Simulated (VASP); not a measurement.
# Ti (Fm-3m) in VASP: further runs

The runs below take Ti through single point, relaxation of cell and atoms, with PBE.

Program: VASP 6.6.1. These are calculated values, not measurements. Logs are shortened: lines on timing, memory, paths and dates and some standing lists are left out, and cuts for length are marked.

## 1. The cell of the first run

It takes space group Fm-3m (No. 225, cubic). Conventional cell: a = 3.951 Å, b = 3.951 Å, c = 3.951 Å, α = 90.00°, β = 90.00°, γ = 90.00°. Ti (site symmetry m-3m) has 12 Ti at 2.79 Å within 3.7 Å.

## 2. Single point, PBE

INCAR

```
PREC = Accurate ; ENCUT = 520
EDIFF = 1E-6 ; ISMEAR = -1
SIGMA = 0.1 ; LREAL = False
LASPH = True ; NELM = 60
ALGO = Normal ; ISIF = 2
LWAVE = False ; LCHARG = True
GGA = PE ; LELF = True
LVHAR = True ; NBANDS = 12
```

KPOINTS

```
Automatic mesh
0
Gamma
  17 17 17
```

POSCAR

```
Ti
1.0
    0.0000000000      1.9757489225      1.9757489225
    1.9757489225      0.0000000000      1.9757489225
    1.9757489225      1.9757489225      0.0000000000
Ti
1
Direct
    0.0000000000      0.0000000000      0.0000000000
```

Potentials or basis: VASP PAW PBE potentials, release 64 (Ti_sv).

The run is started by

```bash
$ cat potpaw_PBE.64/Ti_sv/POTCAR > POTCAR
$ mpirun -np 1 vasp_std > vasp.out
```

OUTCAR:

```text
PREC = Accurate
   ENCUT = 520
   EDIFF = 1E-6
   ISMEAR = -1
   LREAL = False
   LASPH = True
   NELM = 60
   ISIF = 2
   GGA = PE

 ion  position               nearest neighbor table
   1  0.000  0.000  0.000-

  LATTYP: Found a face centered cubic cell.
 ALAT       =     3.9514978450

  Lattice vectors:

 A1 = (   0.0000000000,   1.9757489225,   1.9757489225)
 A2 = (   1.9757489225,   0.0000000000,   1.9757489225)
 A3 = (   1.9757489225,   1.9757489225,   0.0000000000)

Analysis of symmetry for initial positions (statically):
=====================================================================
 Subroutine PRICEL returns:
 Original cell was already a primitive cell.

 Routine SETGRP: Setting up the symmetry group for a
 face centered cubic supercell.

 Subroutine GETGRP returns: Found 48 space group operations
 (whereof 48 operations were pure point group operations)
 out of a pool of 48 trial point group operations.

The static configuration has the point symmetry O_h .

Analysis of symmetry for dynamics (positions and initial velocities):
=====================================================================
 Subroutine PRICEL returns:
 Original cell was already a primitive cell.

 Routine SETGRP: Setting up the symmetry group for a
 face centered cubic supercell.

 Subroutine GETGRP returns: Found 48 space group operations
 (whereof 48 operations were pure point group operations)
 out of a pool of 48 trial point group operations.

The dynamic configuration has the point symmetry O_h .

 Subroutine INISYM returns: Found 48 space group operations
 (whereof 48 operations are pure point group operations),
 and found     1 'primitive' translations

----------------------------------------------------------------------------------------

                                     Primitive cell

  volume of cell :      15.4250

  direct lattice vectors                    reciprocal lattice vectors
     0.000000000  1.975748923  1.975748923    -0.253068593  0.253068593  0.253068593
     1.975748923  0.000000000  1.975748923     0.253068593 -0.253068593  0.253068593
     1.975748923  1.975748923  0.000000000     0.253068593  0.253068593 -0.253068593

  length of vectors
     2.794130922  2.794130922  2.794130922     0.438327661  0.438327661  0.438327661

  position of ions in fractional coordinates (direct lattice)
     0.000000000  0.000000000  0.000000000

  ion indices of the primitive-cell ions
   primitive index   ion index
                 1           1

----------------------------------------------------------------------------------------

 KPOINTS: Automatic mesh

Automatic generation of k-mesh.
 Grid dimensions read from file:
 generate k-points for:   17   17   17

 Generating k-lattice:

  Cartesian coordinates                     Fractional coordinates (reciprocal lattice)
    -0.014886388  0.014886388  0.014886388     0.058823529  0.000000000  0.000000000
     0.014886388 -0.014886388  0.014886388     0.000000000  0.058823529  0.000000000
     0.014886388  0.014886388 -0.014886388     0.000000000  0.000000000  0.058823529

  Length of vectors
     0.025783980  0.025783980  0.025783980

  Shift w.r.t. Gamma in fractional coordinates (k-lattice)
     0.000000000  0.000000000  0.000000000

 Subroutine IBZKPT returns following result:
 ===========================================

 Found    165 irreducible k-points:

 Following reciprocal coordinates:
            Coordinates               Weight
  0.000000  0.000000  0.000000      1.000000
  0.058824  0.000000  0.000000      8.000000
  0.117647  0.000000  0.000000      8.000000
  0.176471  0.000000  0.000000      8.000000
  0.235294  0.000000  0.000000      8.000000
  0.294118  0.000000  0.000000      8.000000
[... 16 lines left out ...]
 -0.176471  0.058824  0.000000     24.000000
 -0.117647  0.058824  0.000000     24.000000
 [... further k-points ...]
   k-points           NKPTS =    165   k-points in BZ     NKDIM =    165   number of bands    NBANDS=     12
   number of dos      NEDOS =    301   number of ions     NIONS =      1
   total plane-waves  NPLWV =  13824
   dimension x,y,z NGX =    24 NGY =   24 NGZ =   24
   dimension x,y,z NGXF=    48 NGYF=   48 NGZF=   48
   ions per type =               1
   NGX,Y,Z   is equivalent  to a cutoff of  14.28, 14.28, 14.28 a.u.
   NGXF,Y,Z  is equivalent  to a cutoff of  28.56, 28.56, 28.56 a.u.
 SYSTEM =  unknown system
   PREC   = accura    normal or accurate (medium, high low for compatibility)
   ISTART =      0    job   : 0-new  1-cont  2-samecut
   ICHARG =      2    charge: 1-file 2-atom 10-const
   ISPIN  =      1    spin polarized calculation?
   LNONCOLLINEAR =      F non collinear calculations
   LSORBIT =      F    spin-orbit coupling
   LASPH  =      T    aspherical Exc in radial PAW
   ENCUT  =  520.0 eV  38.22 Ry    6.18 a.u.   5.20  5.20  5.20*2*pi/ulx,y,z
   NELM   =     60;   NELMIN=  2; NELMDL= -5     # of ELM steps
   EDIFF  = 0.1E-05   stopping-criterion for ELM
   LREAL  =      F    real-space projection
   EDIFFG = 0.1E-04   stopping-criterion for IOM
   NSW    =      0    number of steps for IOM
   IBRION =     -1    ionic relax: 0-MD 1-quasi-New 2-CG
   NFREE  =      0    steps in history (QN), initial steepest desc. (CG)
   ISIF   =      2    stress and relaxation
   ISYM   =      2    0-nonsym 1-usesym 2-fastsym
   POTIM  = 0.5000    time-step for ionic-motion
   TEBEG  =    0.0;   TEEND  =   0.0 temperature during run
   PSTRESS=    0.0 pullay stress
   NELECT =      12.0000    total number of electrons
   NUPDOWN=      -1.0000    fix difference up-down
   EMIN   =  10.00;   EMAX   =-10.00  energy-range for DOS
   EFERMI =   0.00;   METHOD = LEGACY
   ISMEAR =    -1;   SIGMA  =   0.10  broadening in eV -4-tet -1-fermi 0-gaus
   EFERMI_NEDOS =   21; number of points for ismear=-14 and -15
   IALGO  =     38    algorithm
   IMIX   =      4    mixing-type and parameters
     AMIX     =   0.40;   BMIX     =  1.00
     AMIX_MAG =   1.60;   BMIX_MAG =  1.00
  volume/ion in A,a.u.               =      15.43       104.09
  Fermi-wavevector in a.u.,A,eV,Ry     =   1.505660  2.845284 30.844559  2.267011
  Thomas-Fermi vector in A             =   2.616479
   LORBIT       =      0    0 simple, 1 ext, 2 COOP (PROOUT), +10 PAW based schemes
   GGA     = PE    functional components
[... 5 lines left out ...]
 non-spin polarized calculation
  energy-cutoff  :      520.00
  volume of cell :       15.43
 maximum number of plane-waves:       428
 NGX is ok and might be reduce to    24
   NGX = 11   NGY = 11   NGZ = 11

 number of electron      11.9999999 magnetization

 Free energy of the ion-electron system (eV)
  ---------------------------------------------------
  ext. energy  EPLUGINS =         0.00000000
  ---------------------------------------------------
  free energy    TOTEN  =        -7.71869825 eV

  energy without entropy =       -7.66962177  energy(sigma->0) =       -7.69416001

 E-fermi :   9.5500     XC(G=0): -12.0680

 val. band max:        9.5398719042   @ k =   0.2941   0.0000   0.0000
 cond. band min:       9.5564805801   @ k =  -0.2941   0.3529   0.0588
 fundamental gap:      0.0166086759
 Fermi energy:         9.5499594206

 k-point     1 :       0.0000    0.0000    0.0000
  band No.  band energies     occupation
      1     -46.9745      2.00000
      2     -22.6674      2.00000
      3     -22.6674      2.00000
      4     -22.6674      2.00000
      5       3.1846      2.00000
      6      10.4873      0.00017
      7      10.4873      0.00017
      8      10.4873      0.00017
      9      12.4032      0.00000
     10      12.4032      0.00000
     11      25.4527      0.00000
     12      30.5240      0.00000

 k-point     2 :       0.0588    0.0000    0.0000
  band No.  band energies     occupation
      1     -46.9680      2.00000
      2     -22.7020      2.00000
      3     -22.6715      2.00000
      4     -22.6715      2.00000
      5       3.3106      2.00000
      6      10.4051      0.00039
      7      10.5348      0.00011
      8      10.5348      0.00011
      9      12.3705      0.00000
     10      12.3705      0.00000
     11      25.5870      0.00000
     12      29.5783      0.00000

 k-point     3 :       0.1176    0.0000    0.0000
  band No.  band energies     occupation
      1     -46.9492      2.00000
      2     -22.8004      2.00000
      3     -22.6834      2.00000
      4     -22.6834      2.00000
      5       3.6771      2.00000
      6      10.1857      0.00346
      7      10.6557      0.00003
      8      10.6557      0.00003
      9      12.2998      0.00000
     10      12.2998      0.00000
     11      25.8800      0.00000
     12      27.9204      0.00000

 k-point     4 :       0.1765    0.0000    0.0000
  band No.  band energies     occupation
      1     -46.9207      2.00000
      2     -22.9478      2.00000
      3     -22.7015      2.00000
      4     -22.7015      2.00000
      5       4.2472      2.00000
      6       9.9002      0.05847
      7      10.7776      0.00001
      8      10.7776      0.00001
      9      12.2771      0.00000
     10      12.2771      0.00000
     11      25.6465      0.00000
     12      26.7146      0.00000

 k-point     5 :       0.2353    0.0000    0.0000
  band No.  band energies     occupation
      1     -46.8861      2.00000
      2     -23.1225      2.00000
      3     -22.7231      2.00000
      4     -22.7231      2.00000
      5       4.9514      2.00000
      6       9.6458      0.55440
      7      10.7973      0.00001
      8      10.7973      0.00001
      9      12.4149      0.00000
     10      12.4149      0.00000
     11      24.1809      0.00000
     12      26.4813      0.00000

 k-point     6 :       0.2941    0.0000    0.0000
  band No.  band energies     occupation
      1     -46.8501      2.00000
      2     -23.3004      2.00000
      3     -22.7454      2.00000
      4     -22.7454      2.00000
      5       5.6704      2.00000
      6       9.5399      1.05039
      7      10.6963      0.00002
      8      10.6963      0.00002
      9      12.7259      0.00000
     10      12.7259      0.00000
     11      22.5967      0.00000
     12      26.0510      0.00000

 k-point     7 :       0.3529    0.0000    0.0000
  band No.  band energies     occupation
      1     -46.8174      2.00000
      2     -23.4578      2.00000
      3     -22.7653      2.00000
      4     -22.7653      2.00000
      5       6.2383      2.00000
      6       9.6982      0.37002
      7      10.5490      0.00009
      8      10.5490      0.00009
      9      13.1074      0.00000
     10      13.1074      0.00000
     11      21.1144      0.00000
     12      25.4806      0.00000

 k-point     8 :       0.4118    0.0000    0.0000
  band No.  band energies     occupation
      1     -46.7927      2.00000
      2     -23.5748      2.00000
      3     -22.7803      2.00000
      4     -22.7803      2.00000
      5       6.5507      2.00000
      6      10.1000      0.00813
      7      10.4217      0.00033
      8      10.4217      0.00033
      9      13.4434      0.00000
     10      13.4434      0.00000
     11      19.8799      0.00000
     12      25.0000      0.00000
[... 166 lines left out ...]
 k-point    20 :      -0.3529    0.0588    0.0000
  band No.  band energies     occupation
      1     -46.8048      2.00000
      2     -23.4946      2.00000
      3     -22.8049      2.00000
      4     -22.7652      2.00000
      5       6.4698      2.00000
      6       9.7036      0.35410
      7      10.4265      0.00031
      8      10.5622      0.00008
      9      13.0201      0.00000
     10      13.5713      0.00000
     11      20.6945      0.00000
     12      25.3396      0.00000

 k-point    21 :      -0.2941    0.0588    0.0000
  band No.  band energies     occupation
      1     -46.8348      2.00000
      2     -23.3529      2.00000
      3     -22.7883      2.00000
      4     -22.7433      2.00000
      5       5.9813      2.00000
      6       9.4860      1.30910
      7      10.5724      0.00007
      8      10.7138      0.00002
      9      12.5871      0.00000
     10      13.2008      0.00000
     11      22.1378      0.00000
     12      25.8594      0.00000

 k-point    22 :      -0.2353    0.0588    0.0000
  band No.  band energies     occupation
      1     -46.8697      2.00000
      2     -23.1847      2.00000
      3     -22.7659      2.00000
      4     -22.7201      2.00000
      5       5.2935      2.00000
      6       9.5241      1.12847
      7      10.7210      0.00002
      8      10.8540      0.00000
      9      12.2099      0.00000
     10      12.8304      0.00000
     11      23.7086      0.00000
     12      26.3320      0.00000

 k-point    23 :      -0.1765    0.0588    0.0000
  band No.  band energies     occupation
      1     -46.9048      2.00000
      2     -23.0122      2.00000
      3     -22.7405      2.00000
      4     -22.6988      2.00000
      5       4.5717      2.00000
      6       9.7397      0.26080
      7      10.7902      0.00001
      8      10.8764      0.00000
      9      12.0287      0.00000
     10      12.5612      0.00000
     11      25.2726      0.00000
     12      26.5712      0.00000

 k-point    24 :      -0.1176    0.0588    0.0000
  band No.  band energies     occupation
      1     -46.9354      2.00000
      2     -22.8597      2.00000
      3     -22.7150      2.00000
      4     -22.6822      2.00000
      5       3.9521      2.00000
      6      10.0187      0.01825
      7      10.7400      0.00001
      8      10.7500      0.00001
      9      12.0840      0.00000
     10      12.4411      0.00000
     11      26.0260      0.00000
     12      27.2734      0.00000

 [... further k-points ...]
[... 5 lines left out ...]
  --------------------------------------------------------------------------------------
  -------------------------------------------------------------------------------------
  Total        1.4937913      1.4937913      1.4937913      0.0000000     -0.0000000     -0.0000000
  in kB      155.1583861    155.1583861    155.1583861      0.0000000     -0.0000000     -0.0000000
  external PRESSURE =     155.1583861 kB  Pullay stress =       0.0000000 kB

 VOLUME and BASIS-vectors are now :
 -----------------------------------------------------------------------------
  energy-cutoff  :      520.00
  volume of cell :       15.43
      direct lattice vectors                 reciprocal lattice vectors
     0.000000000  1.975748923  1.975748923    -0.253068593  0.253068593  0.253068593
     1.975748923  0.000000000  1.975748923     0.253068593 -0.253068593  0.253068593
     1.975748923  1.975748923  0.000000000     0.253068593  0.253068593 -0.253068593

 POSITION                                       TOTAL-FORCE (eV/Angst)
 -----------------------------------------------------------------------------------
      0.00000      0.00000      0.00000        -0.000000      0.000000     -0.000000
 -----------------------------------------------------------------------------------
    total drift:                               -0.000000     -0.000000     -0.000000

  FREE ENERGIE OF THE ION-ELECTRON SYSTEM (eV)
  ---------------------------------------------------
  free  energy   TOTEN  =        -7.7186982511 eV

  energy  without entropy=       -7.6696217678  energy(sigma->0) =       -7.69416001
```

It took 13 s on 1 thread of Intel Xeon 6975P-C (Granite Rapids), shared host; peak memory 0.15 GiB.

Results:

- Free energy: -7.7187 eV
- Pressure: 15.5 GPa
- Band gap on the k mesh: zero (band 6 reaches 10.49 eV, above the bottom of band 7 at 9.03 eV)

## 3. Relaxation of cell and atoms, PBE, target pressure 16 GPa, at which the enthalpy is minimised

INCAR

```
SYSTEM = Ti
PREC     = Accurate       ! precision mode
ENCUT    = 600            ! plane-wave cutoff, eV
EDIFF    = 1E-7           ! SCF threshold, eV
ISMEAR   = -1             ! smearing method
SIGMA    = 0.1            ! smearing width, eV
LREAL    = .False.        ! projectors in reciprocal space
LASPH    = .True.         ! aspherical terms in the spheres
NELM     = 80             ! most SCF steps
ALGO     = Normal         ! electronic algorithm
ISIF     = 3              ! what is computed and relaxed
LWAVE    = .False.        ! write WAVECAR
LCHARG   = .False.        ! write CHGCAR
GGA      = PE             ! functional
IBRION   = 2              ! ionic algorithm
NSW      = 60             ! ionic steps
EDIFFG   = -0.005         ! ionic threshold
PSTRESS  = 160.0
```

KPOINTS

```
Automatic mesh
0
Gamma
  17 17 17
  0 0 0
```

POSCAR

```
Ti
1.0
    0.0000000000      1.9748256540      1.9748256540
    1.9748256540      0.0000000000      1.9748256540
    1.9748256540      1.9748256540      0.0000000000
Ti
1
Direct
    0.0000000000      0.0000000000      0.0000000000
```

Potentials or basis: VASP PAW PBE potentials, release 64 (Ti_sv).

The run is started by

```bash
$ cat potpaw_PBE.64/Ti_sv/POTCAR > POTCAR
$ mpirun -np 1 vasp_std > vasp.out
```

Wall time 33 s (1 thread of Intel Xeon 6975P-C (Granite Rapids), shared host); peak memory 0.17 GiB.

The run converged. Its results:

```
Free energy                                            : -7.7137 eV
Relaxed volume                                         : 15.38 Å³/atom
Relaxed cell                                           : a = 2.791 Å, b = 2.791 Å, c = 2.791 Å, α = 60.00°, β = 60.00°, γ = 60.00°
Space group after relaxing (to 0.05 Å)                 : Fm-3m (No. 225)
Energy change on relaxing (the enthalpy is what falls) : +2.7 meV/atom
Ionic steps                                            : 3
Pressure after relaxing                                : 16.0 GPa
Band gap on the k mesh                                 : zero (band 6 reaches 10.53 eV, above the bottom of band 7 at 9.07 eV)
```

Step by step:
```csv
step,energy change (eV),largest force (eV/Å),pressure (GPa),volume (Å³)
1,0.0000,0.0000,15.73,15.40
2,0.0057,0.0000,16.31,15.35
3,0.0027,0.0000,16.00,15.38
```

Final structure:
```
CELL_PARAMETERS angstrom
0.00000 1.97368 1.97368
1.97368 0.00000 1.97368
1.97368 1.97368 0.00000
ATOMIC_POSITIONS crystal
Ti 0.00000 0.00000 0.00000
```

Levels at points of the mesh, in eV from the Fermi level:
| k point | band 4 | band 5 | band 6 | band 7 | band 8 | band 9 |
| --- | --- | --- | --- | --- | --- | --- |
| (0.00, 0.00, 0.00) | -32.21 | -6.37 | 0.94 | 0.94 | 0.94 | 2.86 |

Caveat: the cell is relaxed towards a set pressure, so the enthalpy falls and the energy may rise.

(Part 1 of 2 ends here.)
